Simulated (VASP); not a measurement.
# Te2Mo (P6_3/mmc) in VASP: notebook, part 2 of 2

VASP 6.6.1. The steps go on from the part before.

### Step 4. Relaxation of cell and atoms, PBEsol+D4, target pressure 12.5 GPa, at which the enthalpy is minimised

This run uses another cell than the first one, of 24.96 Å³/atom.

The input, INCAR:

```
ALGO     = Normal         # electronic algorithm
EDIFF    = 1E-7           # SCF threshold, eV
EDIFFG   = -0.002         # ionic threshold
ENCUT    = 500            # plane-wave cutoff, eV
GGA      = PS             # functional
GGA_COMPAT= False        
IBRION   = 2              # ionic algorithm
ISIF     = 3              # what is computed and relaxed
ISMEAR   = 0              # smearing method
IVDW     = 13             # dispersion correction
LASPH    = True           # aspherical terms in the spheres
LCHARG   = False          # write CHGCAR
LREAL    = False          # projectors in reciprocal space
LWAVE    = False          # write WAVECAR
NELM     = 120            # most SCF steps
NELMIN   = 4            
NSW      = 100            # ionic steps
PREC     = Accurate       # precision mode
PSTRESS  = 125.0        
SIGMA    = 0.02           # smearing width, eV
```

The input, KPOINTS:

```
k-points
0
Gamma
  9 9 2
```

The input, POSCAR:

```
Te2Mo
1.0
    3.5182000000      0.0000000000      0.0000000000
   -1.7591000000      3.0468505756      0.0000000000
    0.0000000000      0.0000000000     13.9736000000
Te Mo
4 2
Direct
    0.3333333333      0.6666666667      0.6210000000
    0.6666666667      0.3333333333      0.1210000000
    0.3333333333      0.6666666667      0.8790000000
    0.6666666667      0.3333333333      0.3790000000
    0.3333333333      0.6666666667      0.2500000000
    0.6666666667      0.3333333333      0.7500000000
```

Potentials or basis: VASP PAW PBE potentials, release 64 (Te, Mo_sv).

Run with:

```console
$ cat potpaw_PBE.64/Te/POTCAR potpaw_PBE.64/Mo_sv/POTCAR > POTCAR
$ mpirun -np 1 vasp_std > vasp.out
```

OUTCAR:

```text
EDIFF = 1E-7
   EDIFFG = -0.002
   ENCUT = 500
   GGA = PS
   IBRION = 2
   ISIF = 3
   ISMEAR = 0
   IVDW = 13
   LASPH = True
   LREAL = False
   NELM = 120
   NELMIN = 4
   NSW = 100
   PREC = Accurate
   PSTRESS = 125.0

 ion  position               nearest neighbor table
   1  0.333  0.667  0.621-   6 2.72   6 2.72   6 2.72   3 3.61
   2  0.667  0.333  0.121-   5 2.72   5 2.72   5 2.72   4 3.61
   3  0.333  0.667  0.879-   6 2.72   6 2.72   6 2.72   1 3.61
   4  0.667  0.333  0.379-   5 2.72   5 2.72   5 2.72   2 3.61
   5  0.333  0.667  0.250-   2 2.72   4 2.72   2 2.72   4 2.72   2 2.72   4 2.72
   6  0.667  0.333  0.750-   1 2.72   3 2.72   1 2.72   3 2.72   1 2.72   3 2.72

  LATTYP: Found a hexagonal cell.
 ALAT       =     3.5182000000
 C/A-ratio  =     3.9718037633

  Lattice vectors:

 A1 = (   3.5182000000,   0.0000000000,   0.0000000000)
 A2 = (  -1.7591000000,   3.0468505756,   0.0000000000)
 A3 = (   0.0000000000,   0.0000000000,  13.9736000000)

Analysis of symmetry for initial positions (statically):
=====================================================================
 Subroutine PRICEL returns:
 Original cell was already a primitive cell.

 Routine SETGRP: Setting up the symmetry group for a
 hexagonal supercell.

 Subroutine GETGRP returns: Found 24 space group operations
 (whereof 12 operations were pure point group operations)
 out of a pool of 24 trial point group operations.

The static configuration has the point symmetry D_3d.
 The point group associated with its full space group is D_6h.

Analysis of symmetry for dynamics (positions and initial velocities):
=====================================================================
 Subroutine PRICEL returns:
 Original cell was already a primitive cell.

 Routine SETGRP: Setting up the symmetry group for a
 hexagonal supercell.

 Subroutine GETGRP returns: Found 24 space group operations
 (whereof 12 operations were pure point group operations)
 out of a pool of 24 trial point group operations.

The dynamic configuration has the point symmetry D_3d.
 The point group associated with its full space group is D_6h.

 Subroutine INISYM returns: Found 24 space group operations
 (whereof 12 operations are pure point group operations),
 and found     1 'primitive' translations

----------------------------------------------------------------------------------------

                                     Primitive cell

  volume of cell :     149.7890

  direct lattice vectors                    reciprocal lattice vectors
     3.518200000  0.000000000  0.000000000     0.284236257  0.164103880  0.000000000
    -1.759100000  3.046850576  0.000000000     0.000000000  0.328207759  0.000000000
     0.000000000  0.000000000 13.973600000     0.000000000  0.000000000  0.071563520

  length of vectors
     3.518200000  3.518200000 13.973600000     0.328207759  0.328207759  0.071563520

  position of ions in fractional coordinates (direct lattice)
     0.333333333  0.666666667  0.621000000
     0.666666667  0.333333333  0.121000000
     0.333333333  0.666666667  0.879000000
     0.666666667  0.333333333  0.379000000
     0.333333333  0.666666667  0.250000000
     0.666666667  0.333333333  0.750000000

  ion indices of the primitive-cell ions
   primitive index   ion index
                 1           1
                 2           2
                 3           3
                 4           4
                 5           5
                 6           6

[... 23 lines left out ...]

 Found     24 irreducible k-points:

 Following reciprocal coordinates:
            Coordinates               Weight
  0.000000  0.000000  0.000000      1.000000
  0.111111  0.000000  0.000000      6.000000
  0.222222 -0.000000  0.000000      6.000000
  0.333333  0.000000  0.000000      6.000000
  0.444444 -0.000000  0.000000      6.000000
  0.111111  0.111111  0.000000      6.000000
[... 16 lines left out ...]
  0.333333  0.222222  0.500000     12.000000
  0.333333  0.333333  0.500000      2.000000
   k-points           NKPTS =     24   k-points in BZ     NKDIM =     24   number of bands    NBANDS=     31
   number of dos      NEDOS =    301   number of ions     NIONS =      6
   total plane-waves  NPLWV =  84672
   dimension x,y,z NGX =    28 NGY =   28 NGZ =  108
   dimension x,y,z NGXF=    56 NGYF=   56 NGZF=  216
   ions per type =               4   2
   NGX,Y,Z   is equivalent  to a cutoff of  13.23, 13.23, 12.85 a.u.
   NGXF,Y,Z  is equivalent  to a cutoff of  26.46, 26.46, 25.70 a.u.
 SYSTEM =  unknown system
   PREC   = accura    normal or accurate (medium, high low for compatibility)
   ISTART =      0    job   : 0-new  1-cont  2-samecut
   ICHARG =      2    charge: 1-file 2-atom 10-const
   ISPIN  =      1    spin polarized calculation?
   LNONCOLLINEAR =      F non collinear calculations
   LSORBIT =      F    spin-orbit coupling
   LASPH  =      T    aspherical Exc in radial PAW
   ENCUT  =  500.0 eV  36.75 Ry    6.06 a.u.   6.41  6.41 25.48*2*pi/ulx,y,z
   NELM   =    120;   NELMIN=  4; NELMDL= -5     # of ELM steps
   EDIFF  = 0.1E-06   stopping-criterion for ELM
   LREAL  =      F    real-space projection
   EDIFFG = -.2E-02   stopping-criterion for IOM
   NSW    =    100    number of steps for IOM
   IBRION =      2    ionic relax: 0-MD 1-quasi-New 2-CG
   NFREE  =      1    steps in history (QN), initial steepest desc. (CG)
   ISIF   =      3    stress and relaxation
   ISYM   =      2    0-nonsym 1-usesym 2-fastsym
   POTIM  = 0.5000    time-step for ionic-motion
   TEBEG  =    0.0;   TEEND  =   0.0 temperature during run
   PSTRESS=  125.0 pullay stress
   NELECT =      52.0000    total number of electrons
   NUPDOWN=      -1.0000    fix difference up-down
   EMIN   =  10.00;   EMAX   =-10.00  energy-range for DOS
   EFERMI =   0.00;   METHOD = LEGACY
   ISMEAR =     0;   SIGMA  =   0.02  broadening in eV -4-tet -1-fermi 0-gaus
   EFERMI_NEDOS =   21; number of points for ismear=-14 and -15
   IALGO  =     38    algorithm
   IMIX   =      4    mixing-type and parameters
     AMIX     =   0.40;   BMIX     =  1.00
     AMIX_MAG =   1.60;   BMIX_MAG =  1.00
  volume/ion in A,a.u.               =      24.96       168.47
  Fermi-wavevector in a.u.,A,eV,Ry     =   1.150578  2.174277 18.011787  1.323829
  Thomas-Fermi vector in A             =   2.287241
   LORBIT       =      0    0 simple, 1 ext, 2 COOP (PROOUT), +10 PAW based schemes
   GGA     = PS    functional components
   LHFCALC =     F    Hartree Fock is set to
   AEXX    =    0.0000 exact exchange contribution
   IVDW    =    13    specifies the selected vdW correction
   LEPSILON=     F    determine dielectric tensor
   LRPA    =     F    only Hartree local field effects (RPA)
 conjugate gradient relaxation of ions
 non-spin polarized calculation
 Gauss-broadening in eV      SIGMA  =   0.02
  energy-cutoff  :      500.00
  volume of cell :      149.79
 maximum number of plane-waves:      3839
 NGX is ok and might be reduce to    28
   NGX = 13   NGY = 13   NGZ = 51

--------------------------------------- Ionic step        1  -------------------------------------------

 number of electron      51.9999997 magnetization

 Free energy of the ion-electron system (eV)
  ---------------------------------------------------
  ext. energy  EPLUGINS =         0.00000000
  ---------------------------------------------------
  free energy    TOTEN  =       -39.38822026 eV

  energy without entropy =      -39.38822026  energy(sigma->0) =      -39.38822026

------------------------ aborting loop because EDIFF is reached ----------------------------------------

  DFT-D4 for vdW energy calculation

  Edisp (eV):   -1.93302
[... 125 lines left out ...]
  energy  without entropy=      -41.0135924970  energy(sigma->0) =      -41.01359250

  enthalpy is  TOTEN    =       -30.5341013554 eV   P V=       10.4794911416

 E-fermi :   9.7786     XC(G=0): -11.1278

 val. band max:        9.6906378099   @ k =   0.1111   0.0000   0.0000
 cond. band min:      10.3250799879   @ k =   0.2222   0.2222   0.0000
 fundamental gap:      0.6344421781
 Fermi energy:         9.7785943394

 k-point     1 :       0.0000    0.0000    0.0000
  band No.  band energies     occupation
      1     -51.0172      2.00000
      2     -51.0172      2.00000
      3     -25.3289      2.00000
      4     -25.3288      2.00000
      5     -25.1028      2.00000
      6     -25.1028      2.00000
[... 805 lines left out ...]
     30      11.2388      0.00000
     31      12.3473      0.00000

[... ionic steps 4 to 43 ...]

--------------------------------------- Ionic step       44  -------------------------------------------

 number of electron      52.0000000 magnetization

------------------------ aborting loop because EDIFF is reached ----------------------------------------
[... 87 lines left out ...]
--------------------------------------- Ionic step       46  -------------------------------------------

 number of electron      52.0000000 magnetization

 Free energy of the ion-electron system (eV)
  ---------------------------------------------------
  ext. energy  EPLUGINS =         0.00000000
  ---------------------------------------------------
  free energy    TOTEN  =       -38.42262999 eV

  energy without entropy =      -38.42231975  energy(sigma->0) =      -38.42247487

 E-fermi :  11.5914     XC(G=0): -11.7237

 val. band max:       11.5784840108   @ k =   0.2222   0.2222   0.0000
 cond. band min:      11.6228421377   @ k =   0.1111   0.0000   0.0000
 fundamental gap:      0.0443581268
 Fermi energy:        11.5914371335

 k-point     1 :       0.0000    0.0000    0.0000
  band No.  band energies     occupation
      1     -49.4975      2.00000
      2     -49.4975      2.00000
      3     -23.8209      2.00000
      4     -23.8208      2.00000
      5     -23.5309      2.00000
      6     -23.5309      2.00000
[... 846 lines left out ...]
  energy  without entropy=      -40.7469956704  energy(sigma->0) =      -40.74715079

  enthalpy is  TOTEN    =       -31.2600884134 eV   P V=        9.4872174999

 reached required accuracy - stopping structural energy minimisation
```

Run time: 42 min. Hardware: 1 thread of Intel Xeon 6975P-C (Granite Rapids), shared host; peak memory 0.35 GiB.

Results:

```yaml
Free_energy: -40.7473 eV
Relaxed_volume: 20.27 Å³/atom
Relaxed_cell: a = 3.320 Å, b = 3.320 Å, c = 12.737 Å, α = 90.00°, β = 90.00°, γ = 120.00°
Space_group_after_relaxing_to_0.1_Å: P6_3/mmc (No. 194)
Energy_change_on_relaxing_the_run_minimises_the_enthalpy: +95.7 meV/atom
Ionic_steps: 46
Pressure_after_relaxing: 12.5 GPa
Band_gap_on_the_k_mesh: zero (bands 26 and 27 overlap by 0.37 eV)
Dispersion_energy_per_atom: -0.387 eV
```

The path:
| step | energy change (eV) | largest force (eV/Å) | pressure (GPa) | volume (Å³) |
| --- | --- | --- | --- | --- |
| 1 | 0.0000 | 0.0543 | -2.93 | 149.79 |
| 3 | 0.3077 | 1.7054 | 10.65 | 134.32 |
| 5 | 0.3647 | 1.8238 | 11.93 | 133.51 |
| 7 | 0.6073 | 0.2673 | 12.10 | 123.88 |
| 9 | 0.7852 | 0.1259 | 15.55 | 119.28 |
| 11 | 0.3486 | 0.9127 | 5.05 | 126.25 |
| 13 | 0.3603 | 0.8323 | 6.08 | 125.67 |
| 15 | 0.5610 | 0.2558 | 13.71 | 122.48 |
| 17 | 0.5037 | 0.0045 | 11.93 | 122.92 |
| 19 | 0.5525 | 0.1862 | 12.67 | 122.18 |
| 21 | 0.5699 | 0.2489 | 13.13 | 121.94 |
| 23 | 0.5892 | 0.3136 | 13.63 | 121.64 |
| 25 | 0.6063 | 0.3587 | 14.05 | 121.40 |
| 27 | 0.5390 | 0.1668 | 12.59 | 122.10 |
| 29 | 0.5188 | 0.0970 | 12.13 | 122.34 |
| 31 | 0.5453 | 0.0771 | 12.41 | 121.99 |
| 33 | 0.5699 | 0.0588 | 12.67 | 121.66 |
| 35 | 0.5634 | 0.0070 | 12.34 | 121.74 |
| 37 | 0.5760 | 0.0060 | 12.51 | 121.58 |
| 39 | 0.5755 | 0.0067 | 12.50 | 121.58 |
| 41 | 0.5743 | 0.0011 | 12.51 | 121.60 |
| 43 | 0.5742 | 0.0020 | 12.51 | 121.60 |
| 45 | 0.5742 | 0.0022 | 12.50 | 121.60 |
| 46 | 0.5739 | 0.0016 | 12.51 | 121.60 |

Final structure:
```
Te Mo
1.0
     3.32025    0.00000    0.00000
    -1.66012    2.87542    0.00000
     0.00000    0.00000   12.73703
Te Mo
4 2
Cartesian
  0.0000 1.9169 7.7252
  1.6601 0.9585 1.3567
  0.0000 1.9169 11.3803
  1.6601 0.9585 5.0118
  0.0000 1.9169 3.1843
  1.6601 0.9585 9.5528
```

Levels at points of the mesh, in eV from the Fermi level:
```tsv
k point	band 22	band 23	band 24	band 25	band 26	band 27	band 28	band 29	band 30	band 31
(0.00, 0.00, 0.00)	-1.44	-1.33	-1.33	-0.21	0.12	2.75	2.75	2.86	2.86	3.21
(0.00, 0.00, 0.50)	-1.38	-1.38	-1.38	-0.09	-0.09	2.77	2.77	2.77	2.77	3.48
```

Caveat: the cell is relaxed towards a set pressure, so the run minimises the enthalpy, not the energy; the volume moved by over 15 % at a fixed basis, so the end points are rough; the PAW data sets were made with another functional, which shifts forces and pressure a little; spin-orbit coupling is left out, which moves the levels of the heavy elements.

### Step 5. Single point, PBEsol+D4

This run uses another cell than the first one, of 22.32 Å³/atom.

The input, INCAR:

```
SYSTEM = Te2Mo
PREC = Accurate
ENCUT = 500
EDIFF = 1E-6
ISMEAR = 0
SIGMA = 0.1
LREAL = .False.
LASPH = .True.
NELM = 120
ALGO = Normal
ISIF = 2
LWAVE = .False.
LCHARG = .False.
GGA = PS
IVDW = 13
NBANDS = 35
GGA_COMPAT = .False.
```

The input, KPOINTS:

```
regular mesh
0
Gamma
  12 12 4
  0 0 0
```

The input, POSCAR:

```
Te2Mo
1.0
    3.4182187943      0.0000000000      0.0000000000
   -1.7091093972      2.9602643116      0.0000000000
    0.0000000000      0.0000000000     13.2330182827
Te Mo
4 2
Direct
    0.3333333333      0.6666666667      0.6126711305
    0.6666666667      0.3333333333      0.1126711305
    0.3333333333      0.6666666667      0.8873288695
    0.6666666667      0.3333333333      0.3873288695
    0.3333333333      0.6666666667      0.2500000000
    0.6666666667      0.3333333333      0.7500000000
```

Run with:

```console
$ cat potpaw_PBE.64/Te/POTCAR potpaw_PBE.64/Mo_sv/POTCAR > POTCAR
$ mpirun -np 1 vasp_std > vasp.out
```

Wall time 3.3 min (1 thread of Intel Xeon 6975P-C (Granite Rapids), shared host); peak memory 0.38 GiB.

Results (log left out):

```yaml
Free_energy: -41.3456 eV
Pressure: 3.2 GPa
Largest_force: 0.031 eV/Å
Band_gap_on_the_k_mesh: 0.29 eV (least direct gap 0.72 eV)
Dispersion_energy_per_atom: -0.359 eV
```

Forces in eV/Å, atoms in the order of the input:
```
Te   0.000  0.000 -0.031
Te   0.000  0.000 -0.031
Te   0.000  0.000  0.031
Te   0.000  0.000  0.031
Mo   0.000  0.000  0.000
Mo   0.000  0.000  0.000
```

Stress tensor (GPa, compression positive):
```
3.12 0.00 0.00
0.00 3.12 0.00
0.00 0.00 3.22
```

Levels at points of the mesh, in eV from the valence-band top:
| k point | band 23 | band 24 | band 25 | band 26 | band 27 | band 28 | band 29 | band 30 |
| --- | --- | --- | --- | --- | --- | --- | --- | --- |
| (0.00, 0.00, 0.00) | -1.22 | -1.22 | -0.16 | -0.11 | 2.80 | 2.80 | 2.97 | 2.97 |
| (0.50, 0.00, 0.00) | -1.51 | -1.42 | -0.93 | -0.31 | 1.16 | 1.18 | 1.25 | 1.77 |
| (0.00, 0.00, 0.50) | -1.26 | -1.26 | -0.14 | -0.14 | 2.84 | 2.84 | 2.84 | 2.84 |
| (0.50, 0.00, 0.50) | -1.42 | -1.42 | -0.63 | -0.63 | 1.19 | 1.19 | 1.50 | 1.50 |

Caveat: the cell stands under pressure; the PAW data sets were made with another functional, which shifts forces and pressure a little; spin-orbit coupling is left out, which moves the levels of the heavy elements. A k mesh can miss the band edges.

### Step 6. The runs side by side

| task | cell | k mesh | smearing | gap on the mesh (eV) | pressure (GPa) | largest force (eV/Å) |
| --- | --- | --- | --- | --- | --- | --- |
| single point | a = 3.377, b = 3.377, c = 12.930 Å, angles 90.0, 90.0, 120.0°, 6 atoms, atomic positions A | 12 × 12 × 4 | gaussian 0.1 eV | none | 7.7 | 0.03 |
| relaxation of cell and atoms | relaxed to 12.5 GPa from a = 3.518, b = 3.518, c = 13.974 Å, angles 90.0, 90.0, 120.0°, 6 atoms, atomic positions B | 9 × 9 × 2 | gaussian 0.02 eV | none | 12.5 | - |
| single point | a = 3.418, b = 3.418, c = 13.233 Å, angles 90.0, 90.0, 120.0°, 6 atoms, atomic positions C | 12 × 12 × 4 | gaussian 0.1 eV | 0.29 | 3.2 | 0.03 |

Alike in all rows: level PBEsol+D4; potentials or basis VASP PAW PBE potentials, release 64 (Te, Mo_sv); no spin polarisation; cutoff (eV) 500.

Caveats: the PAW data sets were made with another functional, which shifts forces and pressure a little; spin-orbit coupling is left out, which moves the levels of the heavy elements; the cell stands under pressure (at least some runs); the cell is relaxed towards a set pressure, so the run minimises the enthalpy, not the energy (at least some runs); the volume moved by over 15 % at a fixed basis, so the end points are rough (at least some runs).

Absolute energies hang on the potentials; compare differences alone.
